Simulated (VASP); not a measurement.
# Cd (Fm-3m) in VASP: a series of runs

The runs below take Cd through single point, with r2SCAN.

Program: VASP 6.6.1. These are calculated values, not measurements. Logs are shortened: lines on timing, memory, paths and dates and some standing lists are left out, and cuts for length are marked.

### Step 1. The cell of the first run

The structure is cubic, space group Fm-3m (No. 225). The conventional cell has a = 4.430 Å, b = 4.430 Å, c = 4.430 Å, α = 90.00°, β = 90.00°, γ = 90.00°. Cd (site symmetry m-3m) has 12 Cd at 3.13 Å within 4.1 Å.

### Step 2. Single point, r2SCAN

POSCAR reads:

```
Cd
1.0
    0.0000000000      2.2150364798      2.2150364798
    2.2150364798      0.0000000000      2.2150364798
    2.2150364798      2.2150364798      0.0000000000
Cd
1
Direct
    0.0000000000      0.0000000000      0.0000000000
```

INCAR.step1 reads:

```
PREC = Accurate
ENCUT = 520
ISMEAR = 0
SIGMA = 0.05
LREAL = False
LASPH = True
NELM = 100
NBANDS = 12
GGA = PE
ALGO = Normal
EDIFF = 1E-4
LWAVE = True
LCHARG = False
```

INCAR.step2 reads:

```
PREC = Accurate
ENCUT = 520
EDIFF = 1E-6
ISMEAR = 0
SIGMA = 0.05
LREAL = False
LASPH = True
NELM = 100
ALGO = Normal
ISIF = 2
LWAVE = False
LCHARG = False
METAGGA = R2SCAN
LMIXTAU = True
NBANDS = 12
ISTART = 1
```

KPOINTS reads:

```
regular mesh
0
Gamma
  16 16 16
```

Potentials or basis: VASP PAW PBE potentials, release 64 (Cd).

Run with:

```bash
$ cat potpaw_PBE.64/Cd/POTCAR > POTCAR
$ cp INCAR.step1 INCAR
$ mpirun -np 1 vasp_std > vasp.out
$ cp INCAR.step2 INCAR
$ mpirun -np 1 vasp_std > vasp.out
```

OUTCAR:

```text
PREC = Accurate
   ENCUT = 520
   EDIFF = 1E-6
   ISMEAR = 0
   LREAL = False
   LASPH = True
   NELM = 100
   ISIF = 2
   METAGGA = R2SCAN
   ISTART = 1

 ion  position               nearest neighbor table
   1  0.000  0.000  0.000-

  LATTYP: Found a face centered cubic cell.
 ALAT       =     4.4300729596

  Lattice vectors:

 A1 = (   0.0000000000,   2.2150364798,   2.2150364798)
 A2 = (   2.2150364798,   0.0000000000,   2.2150364798)
 A3 = (   2.2150364798,   2.2150364798,   0.0000000000)

Analysis of symmetry for initial positions (statically):
=====================================================================
 Subroutine PRICEL returns:
 Original cell was already a primitive cell.

 Routine SETGRP: Setting up the symmetry group for a
 face centered cubic supercell.

 Subroutine GETGRP returns: Found 48 space group operations
[... 9 lines left out ...]

 Routine SETGRP: Setting up the symmetry group for a
 face centered cubic supercell.

 Subroutine GETGRP returns: Found 48 space group operations
[... 11 lines left out ...]
                                     Primitive cell

  volume of cell :      21.7357

  direct lattice vectors                    reciprocal lattice vectors
     0.000000000  2.215036480  2.215036480    -0.225729917  0.225729917  0.225729917
     2.215036480  0.000000000  2.215036480     0.225729917 -0.225729917  0.225729917
     2.215036480  2.215036480  0.000000000     0.225729917  0.225729917 -0.225729917

  length of vectors
     3.132534631  3.132534631  3.132534631     0.390975684  0.390975684  0.390975684

  position of ions in fractional coordinates (direct lattice)
     0.000000000  0.000000000  0.000000000

  ion indices of the primitive-cell ions
   primitive index   ion index
                 1           1

----------------------------------------------------------------------------------------

 KPOINTS: regular mesh

Automatic generation of k-mesh.
 Grid dimensions read from file:
 generate k-points for:   16   16   16

 Generating k-lattice:

  Cartesian coordinates                     Fractional coordinates (reciprocal lattice)
    -0.014108120  0.014108120  0.014108120     0.062500000  0.000000000  0.000000000
     0.014108120 -0.014108120  0.014108120     0.000000000  0.062500000  0.000000000
     0.014108120  0.014108120 -0.014108120     0.000000000  0.000000000  0.062500000

  Length of vectors
     0.024435980  0.024435980  0.024435980

  Shift w.r.t. Gamma in fractional coordinates (k-lattice)
     0.000000000  0.000000000  0.000000000

 Subroutine IBZKPT returns following result:
 ===========================================

 Found    145 irreducible k-points:

 Following reciprocal coordinates:
            Coordinates               Weight
  0.000000  0.000000  0.000000      1.000000
  0.062500  0.000000  0.000000      8.000000
  0.125000  0.000000  0.000000      8.000000
  0.187500  0.000000  0.000000      8.000000
  0.250000  0.000000  0.000000      8.000000
  0.312500  0.000000  0.000000      8.000000
[... 16 lines left out ...]
 -0.125000  0.062500  0.000000     24.000000
 -0.062500  0.062500  0.000000     12.000000
 [... further k-points ...]
   k-points           NKPTS =    145   k-points in BZ     NKDIM =    145   number of bands    NBANDS=     12
   number of dos      NEDOS =    301   number of ions     NIONS =      1
   total plane-waves  NPLWV =  13824
   dimension x,y,z NGX =    24 NGY =   24 NGZ =   24
   dimension x,y,z NGXF=    48 NGYF=   48 NGZF=   48
   ions per type =               1
   NGX,Y,Z   is equivalent  to a cutoff of  12.74, 12.74, 12.74 a.u.
   NGXF,Y,Z  is equivalent  to a cutoff of  25.47, 25.47, 25.47 a.u.
 SYSTEM =  unknown system
   PREC   = accura    normal or accurate (medium, high low for compatibility)
   ISTART =      1    job   : 0-new  1-cont  2-samecut
   ICHARG =      0    charge: 1-file 2-atom 10-const
   ISPIN  =      1    spin polarized calculation?
   LNONCOLLINEAR =      F non collinear calculations
   LSORBIT =      F    spin-orbit coupling
   LASPH  =      T    aspherical Exc in radial PAW
   ENCUT  =  520.0 eV  38.22 Ry    6.18 a.u.   5.82  5.82  5.82*2*pi/ulx,y,z
   NELM   =    100;   NELMIN=  2; NELMDL=  0     # of ELM steps
   EDIFF  = 0.1E-05   stopping-criterion for ELM
   LREAL  =      F    real-space projection
[... 7 lines left out ...]
   TEBEG  =    0.0;   TEEND  =   0.0 temperature during run
   PSTRESS=    0.0 pullay stress
   NELECT =      12.0000    total number of electrons
   NUPDOWN=      -1.0000    fix difference up-down
   EMIN   =  10.00;   EMAX   =-10.00  energy-range for DOS
   EFERMI =   0.00;   METHOD = LEGACY
   ISMEAR =     0;   SIGMA  =   0.05  broadening in eV -4-tet -1-fermi 0-gaus
   EFERMI_NEDOS =   21; number of points for ismear=-14 and -15
   IALGO  =     38    algorithm
   IMIX   =      4    mixing-type and parameters
     AMIX     =   0.40;   BMIX     =  1.00
     AMIX_MAG =   1.60;   BMIX_MAG =  1.00
  volume/ion in A,a.u.               =      21.74       146.68
  Fermi-wavevector in a.u.,A,eV,Ry     =   1.343005  2.537912 24.540325  1.803663
  Thomas-Fermi vector in A             =   2.471114
   LORBIT       =      0    0 simple, 1 ext, 2 COOP (PROOUT), +10 PAW based schemes
   METAGGA = R2SCAN    functional components
   LHFCALC =     F    Hartree Fock is set to
   AEXX    =    0.0000 exact exchange contribution
   IVDW    =     0    specifies the selected vdW correction
   LEPSILON=     F    determine dielectric tensor
   LRPA    =     F    only Hartree local field effects (RPA)
 non-spin polarized calculation
 Gauss-broadening in eV      SIGMA  =   0.05
  energy-cutoff  :      520.00
  volume of cell :       21.74
 maximum number of plane-waves:       604
   NGX = 11   NGY = 11   NGZ = 11

 number of electron      12.0000004 magnetization

 Free energy of the ion-electron system (eV)
  ---------------------------------------------------
  ext. energy  EPLUGINS =         0.00000000
  ---------------------------------------------------
  free energy    TOTEN  =       -20.07135187 eV

  energy without entropy =      -20.07062842  energy(sigma->0) =      -20.07099015

 E-fermi :   2.8593     XC(G=0): -11.7912

 val. band max:        2.8459698715   @ k =  -0.3750   0.3125   0.0625
 cond. band min:       2.8688104129   @ k =  -0.3750   0.1875   0.0625
 fundamental gap:      0.0228405414
 Fermi energy:         2.8593366785

 k-point     1 :       0.0000    0.0000    0.0000
  band No.  band energies     occupation
      1      -6.7636      2.00000
      2      -6.7636      2.00000
      3      -6.7636      2.00000
      4      -6.3430      2.00000
      5      -6.2974      2.00000
      6      -6.2974      2.00000
      7      17.2728      0.00000
      8      18.5860      0.00000
      9      18.5860      0.00000
     10      18.5860      0.00000
     11      21.8740      0.00000
     12      21.8740      0.00000

 k-point     2 :       0.0625    0.0000    0.0000
  band No.  band energies     occupation
      1      -6.7758      2.00000
      2      -6.7465      2.00000
      3      -6.7465      2.00000
      4      -6.3016      2.00000
      5      -6.3016      2.00000
      6      -6.2354      2.00000
      7      16.6488      0.00000
      8      17.7357      0.00000
      9      18.3988      0.00000
     10      18.3988      0.00000
     11      22.1877      0.00000
     12      22.1877      0.00000

 k-point     3 :       0.1250    0.0000    0.0000
  band No.  band energies     occupation
      1      -6.8263      2.00000
      2      -6.7043      2.00000
      3      -6.7043      2.00000
      4      -6.3063      2.00000
      5      -6.3063      2.00000
      6      -5.8955      2.00000
      7      14.3572      0.00000
      8      17.5878      0.00000
      9      17.9797      0.00000
     10      17.9797      0.00000
     11      22.4413      0.00000
     12      22.9121      0.00000

 k-point     4 :       0.1875    0.0000    0.0000
  band No.  band energies     occupation
      1      -6.9133      2.00000
      2      -6.6658      2.00000
      3      -6.6658      2.00000
      4      -6.2865      2.00000
      5      -6.2865      2.00000
      6      -5.3169      2.00000
      7      11.8507      0.00000
      8      17.5083      0.00000
      9      17.5083      0.00000
     10      17.5178      0.00000
     11      22.0752      0.00000
     12      22.8249      0.00000

 k-point     5 :       0.2500    0.0000    0.0000
  band No.  band energies     occupation
      1      -7.0186      2.00000
      2      -6.6623      2.00000
      3      -6.6623      2.00000
      4      -6.2178      2.00000
      5      -6.2178      2.00000
      6      -4.5066      2.00000
      7       9.4021      0.00000
      8      17.0623      0.00000
      9      17.0623      0.00000
     10      17.3351      0.00000
     11      21.8411      0.00000
     12      21.8465      0.00000
[... 228 lines left out ...]
      1      -7.0291      2.00000
      2      -6.6750      2.00000
      3      -6.6462      2.00000
      4      -6.2572      2.00000
      5      -6.1685      2.00000
      6      -4.0675      2.00000
      7       8.6921      0.00000
      8      14.7330      0.00000
      9      17.8606      0.00000
     10      18.1201      0.00000
     11      20.6682      0.00000
     12      20.8022      0.00000

 k-point    22 :      -0.1875    0.0625    0.0000
  band No.  band energies     occupation
      1      -6.9275      2.00000
      2      -6.6658      2.00000
      3      -6.6382      2.00000
      4      -6.3378      2.00000
      5      -6.2491      2.00000
      6      -4.9522      2.00000
      7      11.1043      0.00000
      8      15.0615      0.00000
      9      18.2856      0.00000
     10      18.7439      0.00000
     11      20.9093      0.00000
     12      21.4777      0.00000

 k-point    23 :      -0.1250    0.0625    0.0000
  band No.  band energies     occupation
      1      -6.8418      2.00000
      2      -6.6893      2.00000
      3      -6.6758      2.00000
      4      -6.3517      2.00000
      5      -6.2900      2.00000
      6      -5.6108      2.00000
      7      13.6018      0.00000
      8      15.5213      0.00000
      9      18.3564      0.00000
     10      19.0785      0.00000
     11      21.3717      0.00000
     12      22.3911      0.00000

 k-point    24 :      -0.0625    0.0625    0.0000
  band No.  band energies     occupation
      1      -6.7934      2.00000
      2      -6.7241      2.00000
      3      -6.7218      2.00000
      4      -6.3281      2.00000
      5      -6.2993      2.00000
      6      -6.0385      2.00000
      7      15.9163      0.00000
      8      16.2563      0.00000
      9      18.1722      0.00000
     10      18.9705      0.00000
     11      21.9878      0.00000
     12      22.0156      0.00000

 [... further k-points ...]

------------------------ aborting loop because EDIFF is reached ----------------------------------------

  FORCE on cell =-STRESS in cart. coord.  units (eV):
  Direction    XX          YY          ZZ          XY          YZ          ZX
  --------------------------------------------------------------------------------------
  -------------------------------------------------------------------------------------
  Total        0.0526411      0.0526411      0.0526411     -0.0000000     -0.0000000      0.0000000
  in kB        3.8802816      3.8802816      3.8802816     -0.0000000     -0.0000000      0.0000000
  external PRESSURE =       3.8802816 kB  Pullay stress =       0.0000000 kB

 VOLUME and BASIS-vectors are now :
 -----------------------------------------------------------------------------
  energy-cutoff  :      520.00
  volume of cell :       21.74
      direct lattice vectors                 reciprocal lattice vectors
     0.000000000  2.215036480  2.215036480    -0.225729917  0.225729917  0.225729917
     2.215036480  0.000000000  2.215036480     0.225729917 -0.225729917  0.225729917
     2.215036480  2.215036480  0.000000000     0.225729917  0.225729917 -0.225729917

 POSITION                                       TOTAL-FORCE (eV/Angst)
 -----------------------------------------------------------------------------------
      0.00000      0.00000      0.00000         0.000000      0.000000      0.000000
 -----------------------------------------------------------------------------------
    total drift:                                0.000000      0.000000      0.000000

  FREE ENERGIE OF THE ION-ELECTRON SYSTEM (eV)
  ---------------------------------------------------
  free  energy   TOTEN  =       -20.0713518739 eV

  energy  without entropy=      -20.0706284225  energy(sigma->0) =      -20.07099015
```

Run time: 59 s. Hardware: 1 thread of Intel Xeon Platinum 8488C (Sapphire Rapids), shared host; peak memory 0.17 GiB.

What came out:

| Item | Value |
| --- | --- |
| Free energy | -20.0714 eV |
| Pressure | 0.4 GPa |
| Band gap on the k mesh | zero (band 6 reaches 4.95 eV, above the bottom of band 7 at 1.51 eV) |

Caveat: the PAW data sets were made with another functional, which shifts forces and pressure a little.

(Part 1 of 2 ends here.)
